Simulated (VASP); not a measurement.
Set up this calculation in VASP 6.6.1, as the native input.

```yaml
Task: single point
Functional: PBEsol
Potentials_or_basis: VASP PAW PBE potentials, release 64 (C, H)
Cutoff: 520 eV
k_mesh: 2 × 2 × 1
Occupations: fermi-dirac, width 0.02 eV
Spin: collinear spin
Starting_moments: "[0.0, 0.0, 0.0, 0.0, 0.0, 0.0, 0.0, 0.0, 0.0, 0.0, 0.0, 0.0, 0.0, 0.0, 0.0, 0.0, 0.0, 0.0, 1.0, 0.0] μB"
Dipole_correction: no
Further_INCAR_settings: LREAL = Auto; ALGO = Normal; EDIFF = 1e-07; NBANDS = 58
```

The structure of HC19 lies in POSCAR:

```
HC19
1.0
    7.3980000000      0.0000000000      0.0000000000
   -3.6990000000      6.4068560000      0.0000000000
    0.0000000000      0.0000000000     11.0000000000
C H
19 1
Direct
   -0.0103179620      0.0117919633      0.0885784419
    0.2135314478      0.1193302763      0.0744878206
   -0.0036461910      0.3529774556      0.1116404747
    0.2174284490      0.4488432745      0.0707246313
   -0.0128264834      0.6790971369      0.0820289479
    0.2070275698      0.7889632926      0.0882291913
    0.3238665940      0.0081866607      0.0843723793
    0.5457605138      0.1205220250      0.0933188129
    0.3289105307      0.3373699617      0.0635375164
    0.5469476691      0.4527456245      0.0745041301
    0.3132895834      0.6699172085      0.1116675841
    0.5456668158      0.7863494268      0.1058450345
    0.6580255632      0.0082472426      0.1051171526
    0.8799231519      0.1206094151      0.1058286466
    0.6580920255      0.3424159691      0.0843827379
    0.8773145876      0.4592512900      0.0882268378
    0.6544819062      0.6765957978      0.0885938817
    0.8759474089      0.7903192337      0.0844124952
    0.1818664855      0.4844241437      0.2017910021
    0.2412678342      0.4249573016      0.2727124811
```

The input as run:

INCAR

```
SYSTEM = HC19
PREC = Accurate
ENCUT = 520
EDIFF = 1E-7
ISMEAR = -1
SIGMA = 0.02
LREAL = Auto
LASPH = .True.
NELM = 150
ALGO = Normal
ISIF = 2
LWAVE = .False.
LCHARG = .False.
ISPIN = 2
MAGMOM = 0 0 0 0 0 0 0 0 0 0 0 0 0 0 0 0 0 0 1 0
LORBIT = 11
GGA = PS
NBANDS = 58
```

KPOINTS

```
regular mesh
0
Gamma
  2 2 1
  0 0 0
```

Potentials or basis: VASP PAW PBE potentials, release 64 (C, H).

Command:

```sh
$ cat potpaw_PBE.64/C/POTCAR potpaw_PBE.64/H/POTCAR > POTCAR
$ mpirun -np 1 vasp_std > vasp.out
```

Results of the run:

* Largest force: 0.105 eV/Å
* Net moment: 0.54 μB per cell
* Site moments: C -0.01, +0.01, -0.00, +0.02, -0.02, +0.08, +0.09, +0.04 (each value once); H +0.00 μB
* Valence electrons inside the program's atomic spheres: C 2.63, 2.65, 2.58, 2.66, 2.64, 2.61, 2.62, 2.52 (each value once); H 0.67

Caveat: the k points lie up to 0.49 Å⁻¹ apart; there is no dipole correction, which matters where the two faces differ; the PAW data sets were made with another functional, which shifts forces and pressure a little.

Run time: 7.9 min on 1 thread of Intel(R) Xeon(R) Platinum 8375C CPU @ 2.90GHz (Ice Lake) (shared host), peak memory 0.82 GiB.
